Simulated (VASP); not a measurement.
# B (Pmmm) in VASP: a series of runs

The runs below take B through single point, relaxation of cell and atoms, with PBE.

All numbers are computed with VASP 6.6.1; they aren't measurements. Logs are shortened: lines on timing, memory, paths and dates and some standing lists are left out, and cuts for length are marked.

### Step 1. The cell of the first run

Symmetry: Pmmm, No. 47, orthorhombic system. The conventional cell has a = 2.104 Å, b = 2.692 Å, c = 3.551 Å, α = 90.00°, β = 90.00°, γ = 90.00°. Within 2.3 Å of B (site symmetry mm2) lie 8 B at 1.70 to 2.10 Å. Within 2.6 Å of B (site symmetry mmm) lie 10 B at 1.94 to 2.10 Å.

### Step 2. Single point, PBE

INCAR

```
SYSTEM = B
PREC     = Accurate       ! precision mode
ENCUT    = 520            ! plane-wave cutoff, eV
EDIFF    = 1E-7           ! SCF threshold, eV
ISMEAR   = 0              ! smearing method
SIGMA    = 0.1            ! smearing width, eV
LREAL    = .FALSE.        ! projectors in reciprocal space
LASPH    = .TRUE.         ! aspherical terms in the spheres
NELM     = 100            ! most SCF steps
ALGO     = Normal         ! electronic algorithm
ISIF     = 2              ! what is computed and relaxed
LWAVE    = .FALSE.        ! write WAVECAR
LCHARG   = .FALSE.        ! write CHGCAR
GGA      = PE             ! functional
NBANDS   = 12             ! bands
```

KPOINTS

```
regular mesh
0
G
  8 6 6
  0 0 0
```

POSCAR

```
B
1.0
    2.1036302399      0.0000000000      0.0000000000
    0.0000000000      2.6917960297      0.0000000000
    0.0000000000      0.0000000000      3.5507520324
B
3
Direct
    0.5000000000      0.5000000000      0.2390111488
    0.5000000000      0.5000000000      0.7609888512
    0.0000000000      0.0000000000      0.5000000000
```

Potentials or basis: VASP PAW PBE potentials, release 64 (B).

On the command line:

```
$ cat potpaw_PBE.64/B/POTCAR > POTCAR
$ mpirun -np 1 vasp_std > vasp.out
```

OUTCAR:

```text
SYSTEM = B
   PREC = Accurate
   ENCUT = 520
   EDIFF = 1E-7
   ISMEAR = 0
   LREAL = .FALSE.
   LASPH = .TRUE.
   NELM = 100
   ISIF = 2
   GGA = PE

 ion  position               nearest neighbor table
   1  0.500  0.500  0.239-   2 1.70   2 1.85   3 1.94   3 1.94   3 1.94   3 1.94
   2  0.500  0.500  0.761-   1 1.70   1 1.85   3 1.94   3 1.94   3 1.94   3 1.94
   3  0.000  0.000  0.500-   1 1.94   2 1.94   1 1.94   2 1.94   1 1.94   2 1.94   1 1.94   2 1.94

  LATTYP: Found a simple orthorhombic cell.
 ALAT       =     2.1036302399
 B/A-ratio  =     1.2795956146
 C/A-ratio  =     1.6879164242

  Lattice vectors:

 A1 = (   2.1036302399,   0.0000000000,   0.0000000000)
 A2 = (   0.0000000000,   2.6917960297,   0.0000000000)
 A3 = (   0.0000000000,   0.0000000000,   3.5507520324)

Analysis of symmetry for initial positions (statically):
=====================================================================
 Subroutine PRICEL returns:
 Original cell was already a primitive cell.

 Routine SETGRP: Setting up the symmetry group for a
 simple orthorhombic supercell.

 Subroutine GETGRP returns: Found  8 space group operations
 (whereof  8 operations were pure point group operations)
 out of a pool of  8 trial point group operations.

The static configuration has the point symmetry D_2h.

Analysis of symmetry for dynamics (positions and initial velocities):
=====================================================================
 Subroutine PRICEL returns:
 Original cell was already a primitive cell.

 Routine SETGRP: Setting up the symmetry group for a
 simple orthorhombic supercell.

 Subroutine GETGRP returns: Found  8 space group operations
 (whereof  8 operations were pure point group operations)
 out of a pool of  8 trial point group operations.

The dynamic configuration has the point symmetry D_2h.

 Subroutine INISYM returns: Found  8 space group operations
 (whereof  8 operations are pure point group operations),
 and found     1 'primitive' translations

----------------------------------------------------------------------------------------

                                     Primitive cell

  volume of cell :      20.1063

  direct lattice vectors                    reciprocal lattice vectors
     2.103630240  0.000000000  0.000000000     0.475368713  0.000000000  0.000000000
     0.000000000  2.691796030  0.000000000     0.000000000  0.371499173  0.000000000
     0.000000000  0.000000000  3.550752032     0.000000000  0.000000000  0.281630480

  length of vectors
     2.103630240  2.691796030  3.550752032     0.475368713  0.371499173  0.281630480

  position of ions in fractional coordinates (direct lattice)
     0.500000000  0.500000000  0.239011149
     0.500000000  0.500000000  0.760988851
     0.000000000  0.000000000  0.500000000

  ion indices of the primitive-cell ions
   primitive index   ion index
                 1           1
                 2           2
                 3           3

----------------------------------------------------------------------------------------

 KPOINTS: regular mesh

Automatic generation of k-mesh.
 Grid dimensions read from file:
 generate k-points for:    8    6    6

 Generating k-lattice:

  Cartesian coordinates                     Fractional coordinates (reciprocal lattice)
     0.059421089  0.000000000  0.000000000     0.125000000  0.000000000  0.000000000
     0.000000000  0.061916529  0.000000000     0.000000000  0.166666667  0.000000000
     0.000000000  0.000000000  0.046938413     0.000000000  0.000000000  0.166666667

  Length of vectors
     0.059421089  0.061916529  0.046938413

  Shift w.r.t. Gamma in fractional coordinates (k-lattice)
     0.000000000  0.000000000  0.000000000

 Subroutine IBZKPT returns following result:
 ===========================================

 Found     80 irreducible k-points:

 Following reciprocal coordinates:
            Coordinates               Weight
  0.000000  0.000000  0.000000      1.000000
  0.125000  0.000000  0.000000      2.000000
  0.250000  0.000000  0.000000      2.000000
  0.375000  0.000000  0.000000      2.000000
  0.500000  0.000000  0.000000      1.000000
  0.000000  0.166667  0.000000      2.000000
[... 16 lines left out ...]
  0.250000  0.000000  0.166667      4.000000
  0.375000  0.000000  0.166667      4.000000
 [... further k-points ...]
   k-points           NKPTS =     80   k-points in BZ     NKDIM =     80   number of bands    NBANDS=     12
   number of dos      NEDOS =    301   number of ions     NIONS =      3
   total plane-waves  NPLWV =   8960
   dimension x,y,z NGX =    16 NGY =   20 NGZ =   28
   dimension x,y,z NGXF=    32 NGYF=   40 NGZF=   56
   ions per type =               3
   NGX,Y,Z   is equivalent  to a cutoff of  12.64, 12.35, 13.11 a.u.
   NGXF,Y,Z  is equivalent  to a cutoff of  25.29, 24.70, 26.22 a.u.
 SYSTEM =  B
   PREC   = accura    normal or accurate (medium, high low for compatibility)
   ISTART =      0    job   : 0-new  1-cont  2-samecut
   ICHARG =      2    charge: 1-file 2-atom 10-const
   ISPIN  =      1    spin polarized calculation?
   LNONCOLLINEAR =      F non collinear calculations
   LSORBIT =      F    spin-orbit coupling
   LASPH  =      T    aspherical Exc in radial PAW
   ENCUT  =  520.0 eV  38.22 Ry    6.18 a.u.   3.91  5.00  6.60*2*pi/ulx,y,z
   NELM   =    100;   NELMIN=  2; NELMDL= -5     # of ELM steps
   EDIFF  = 0.1E-06   stopping-criterion for ELM
   LREAL  =      F    real-space projection
   EDIFFG = 0.1E-05   stopping-criterion for IOM
   NSW    =      0    number of steps for IOM
   IBRION =     -1    ionic relax: 0-MD 1-quasi-New 2-CG
   NFREE  =      0    steps in history (QN), initial steepest desc. (CG)
   ISIF   =      2    stress and relaxation
   ISYM   =      2    0-nonsym 1-usesym 2-fastsym
   POTIM  = 0.5000    time-step for ionic-motion
   TEBEG  =    0.0;   TEEND  =   0.0 temperature during run
   PSTRESS=    0.0 pullay stress
   NELECT =       9.0000    total number of electrons
   NUPDOWN=      -1.0000    fix difference up-down
   EMIN   =  10.00;   EMAX   =-10.00  energy-range for DOS
   EFERMI =   0.00;   METHOD = LEGACY
   ISMEAR =     0;   SIGMA  =   0.10  broadening in eV -4-tet -1-fermi 0-gaus
   EFERMI_NEDOS =   21; number of points for ismear=-14 and -15
   IALGO  =     38    algorithm
   IMIX   =      4    mixing-type and parameters
     AMIX     =   0.40;   BMIX     =  1.00
     AMIX_MAG =   1.60;   BMIX_MAG =  1.00
  volume/ion in A,a.u.               =       6.70        45.23
  Fermi-wavevector in a.u.,A,eV,Ry     =   1.252310  2.366522 21.337735  1.568279
  Thomas-Fermi vector in A             =   2.386216
   LORBIT       =      0    0 simple, 1 ext, 2 COOP (PROOUT), +10 PAW based schemes
   GGA     = PE    functional components
   LHFCALC =     F    Hartree Fock is set to
   AEXX    =    0.0000 exact exchange contribution
   IVDW    =     0    specifies the selected vdW correction
   LEPSILON=     F    determine dielectric tensor
   LRPA    =     F    only Hartree local field effects (RPA)
 non-spin polarized calculation
 Gauss-broadening in eV      SIGMA  =   0.10
  energy-cutoff  :      520.00
  volume of cell :       20.11
 maximum number of plane-waves:       560
 NGX is ok and might be reduce to    16
   NGX =  7   NGY = 11   NGZ = 13

 number of electron       9.0000000 magnetization

 Free energy of the ion-electron system (eV)
  ---------------------------------------------------
  ext. energy  EPLUGINS =         0.00000000
  ---------------------------------------------------
  free energy    TOTEN  =       -17.33012400 eV

  energy without entropy =      -17.32818397  energy(sigma->0) =      -17.32915398

 E-fermi :   7.8470     XC(G=0): -12.2338

 val. band max:        7.7914915536   @ k =   0.3750   0.5000   0.5000
 cond. band min:       7.8571296594   @ k =   0.2500   0.5000   0.0000
 fundamental gap:      0.0656381058
 Fermi energy:         7.8470074945

 k-point     1 :       0.0000    0.0000    0.0000
  band No.  band energies     occupation
      1      -9.4762      2.00000
      2       0.0422      2.00000
      3       1.1455      2.00000
      4       3.9843      2.00000
      5      12.2160      0.00000
      6      13.4496      0.00000
      7      14.1294      0.00000
      8      18.3914      0.00000
      9      20.1662      0.00000
     10      21.6342      0.00000
     11      22.3303      0.00000
     12      23.0979      0.00000

 k-point     2 :       0.1250    0.0000    0.0000
  band No.  band energies     occupation
      1      -9.0590      2.00000
      2       0.4336      2.00000
      3       1.5169      2.00000
      4       4.4693      2.00000
      5      10.1475      0.00000
      6      13.0283      0.00000
      7      14.5149      0.00000
      8      18.4035      0.00000
      9      19.2598      0.00000
     10      20.7773      0.00000
     11      21.4770      0.00000
     12      22.3161      0.00000

 k-point     3 :       0.2500    0.0000    0.0000
  band No.  band energies     occupation
      1      -7.8095      2.00000
      2       1.4639      2.00000
      3       2.5792      2.00000
      4       5.6597      2.00000
      5       5.9101      2.00000
      6      13.7282      0.00000
      7      15.5854      0.00000
      8      16.1790      0.00000
      9      17.6935      0.00000
     10      18.0543      0.00000
     11      20.2451      0.00000
     12      21.7991      0.00000
[... 286 lines left out ...]
 k-point    23 :       0.2500    0.0000    0.1667
  band No.  band energies     occupation
      1      -7.6172      2.00000
      2      -0.4762      2.00000
      3       4.6230      2.00000
      4       5.9947      2.00000
      5       6.1072      2.00000
      6      13.7331      0.00000
      7      14.1638      0.00000
      8      14.5736      0.00000
      9      18.8352      0.00000
     10      19.5286      0.00000
     11      19.8311      0.00000
     12      22.5642      0.00000

 k-point    24 :       0.3750    0.0000    0.1667
  band No.  band energies     occupation
      1      -5.5529      2.00000
      2       0.5543      2.00000
      3       2.1257      2.00000
      4       5.4939      2.00000
      5       8.4511      0.00000
      6      12.1915      0.00000
      7      14.7164      0.00000
      8      14.7562      0.00000
      9      16.5160      0.00000
     10      16.6299      0.00000
     11      19.6182      0.00000
     12      20.9041      0.00000

 [... further k-points ...]
[... 5 lines left out ...]
  --------------------------------------------------------------------------------------
  -------------------------------------------------------------------------------------
  Total       -0.0119628     -0.0076212     -0.0177735      0.0000000      0.0000000      0.0000000
  in kB       -0.9532625     -0.6073001     -1.4162911      0.0000000      0.0000000      0.0000000
  external PRESSURE =      -0.9922846 kB  Pullay stress =       0.0000000 kB

 VOLUME and BASIS-vectors are now :
 -----------------------------------------------------------------------------
  energy-cutoff  :      520.00
  volume of cell :       20.11
      direct lattice vectors                 reciprocal lattice vectors
     2.103630240  0.000000000  0.000000000     0.475368713  0.000000000  0.000000000
     0.000000000  2.691796030  0.000000000     0.000000000  0.371499173  0.000000000
     0.000000000  0.000000000  3.550752032     0.000000000  0.000000000  0.281630480

 POSITION                                       TOTAL-FORCE (eV/Angst)
 -----------------------------------------------------------------------------------
      1.05182      1.34590      0.84867         0.000000     -0.000000     -0.010721
      1.05182      1.34590      2.70208         0.000000      0.000000      0.010721
      0.00000      0.00000      1.77538         0.000000     -0.000000      0.000000
 -----------------------------------------------------------------------------------
    total drift:                                0.000000      0.000000      0.000000

  FREE ENERGIE OF THE ION-ELECTRON SYSTEM (eV)
  ---------------------------------------------------
  free  energy   TOTEN  =       -17.3301239977 eV

  energy  without entropy=      -17.3281839664  energy(sigma->0) =      -17.32915398
```

Run time: 10 s. Hardware: 1 thread of Intel Xeon Platinum 8259CL at 2.50GHz (Skylake/Cascade Lake), shared host; peak memory 0.13 GiB.

Results:

| Quantity | Value |
| --- | --- |
| Free energy | -17.3301 eV |
| Pressure | -0.1 GPa |
| Largest force | 0.011 eV/Å |

Forces on the atoms (eV/Å):
```
B    0.000  0.000 -0.011
B    0.000  0.000  0.011
B    0.000  0.000  0.000
```

Levels at points of the mesh, in eV from the Fermi level:
| k point | band 2 | band 3 | band 4 | band 5 | band 6 | band 7 |
| --- | --- | --- | --- | --- | --- | --- |
| (0.00, 0.00, 0.00) | -7.80 | -6.70 | -3.86 | 4.37 | 5.60 | 6.28 |
| (0.50, 0.00, 0.00) | -10.39 | -3.37 | -2.83 | 3.03 | 3.65 | 4.16 |
| (0.00, 0.50, 0.00) | -12.40 | -6.31 | -4.30 | -0.65 | 3.40 | 8.89 |
| (0.50, 0.50, 0.00) | -7.96 | -5.37 | -2.13 | -1.89 | 0.91 | 3.06 |
| (0.00, 0.00, 0.50) | -12.71 | -2.89 | 0.67 | 2.21 | 4.39 | 6.57 |
| (0.50, 0.00, 0.50) | -8.79 | -6.67 | -5.25 | 4.41 | 4.96 | 6.15 |
| (0.00, 0.50, 0.50) | -11.20 | -9.22 | -7.80 | 5.99 | 9.40 | 10.44 |
| (0.50, 0.50, 0.50) | -7.17 | -4.99 | -3.75 | -2.70 | -1.12 | -0.65 |

Caveat: the k points lie up to 0.39 Å⁻¹ apart.

### Step 3. Single point, PBE

This run uses another cell than the first one, of 7.79 Å³/atom, 1.163 times its volume.

INCAR

```
  PREC = Accurate
  ENCUT = 520
  EDIFF = 1E-6
  ISMEAR = 0
  SIGMA = 0.1
  LREAL = False
  LASPH = True
  NELM = 100
  ALGO = Normal
  ISIF = 2
  LWAVE = False
  LCHARG = False
  GGA = PE
  NBANDS = 12
```

KPOINTS

```
Automatic mesh
0
Gamma
  8 6 6
```

POSCAR

```
B
1.0
    2.4698850000      0.0000000000      0.0000000000
    0.0000000000      2.8746747900      0.0000000000
    0.0000000000      0.0000000000      3.2925882600
B
3
Direct
    0.5000000000      0.5000000000      0.2227449900
    0.5000000000      0.5000000000      0.7772550100
    0.0000000000      0.0000000000      0.5000000000
```

Potentials or basis: VASP PAW PBE potentials, release 64 (B).

On the command line:

```
$ cat potpaw_PBE.64/B/POTCAR > POTCAR
$ mpirun -np 1 vasp_std > vasp.out
```

It took 12 s on 1 thread of Intel Xeon Platinum 8259CL at 2.50GHz (Skylake/Cascade Lake), shared host; peak memory 0.13 GiB.

It converged, with:

```yaml
Free_energy: -16.1813 eV
Pressure: -3.9 GPa
Largest_force: 7.037 eV/Å
```

Forces in eV/Å, atoms in the order of the input:
```
B    0.000  0.000  7.037
B    0.000  0.000 -7.037
B    0.000  0.000  0.000
```

Stress tensor (GPa, compression positive):
```
-36.76   0.00   0.00
  0.00 -24.31   0.00
  0.00   0.00  49.49
```

Levels at points of the mesh, in eV from the Fermi level:
| k point | band 2 | band 3 | band 4 | band 5 | band 6 | band 7 |
| --- | --- | --- | --- | --- | --- | --- |
| (0.00, 0.00, 0.00) | -5.97 | -2.66 | -2.54 | 1.64 | 3.91 | 8.86 |
| (0.50, 0.00, 0.00) | -9.31 | -4.12 | 0.27 | 1.58 | 3.77 | 5.05 |
| (0.00, 0.50, 0.00) | -10.24 | -5.07 | -0.51 | 3.03 | 4.12 | 5.44 |
| (0.50, 0.50, 0.00) | -6.70 | -6.67 | -3.12 | -3.00 | 3.96 | 4.66 |
| (0.00, 0.00, 0.50) | -11.05 | -0.75 | 2.12 | 2.21 | 3.64 | 4.62 |
| (0.50, 0.00, 0.50) | -7.01 | -6.87 | -5.41 | 4.27 | 4.29 | 5.11 |
| (0.00, 0.50, 0.50) | -8.57 | -8.28 | -5.85 | 6.48 | 7.01 | 7.88 |
| (0.50, 0.50, 0.50) | -5.14 | -4.94 | -4.93 | -2.65 | -1.70 | -1.05 |

Caveat: the k points lie up to 0.36 Å⁻¹ apart; forces of over 1 eV/Å act on the atoms, so gaps and moduli don't describe the material at rest.

(Continued in part 2 of 3.)
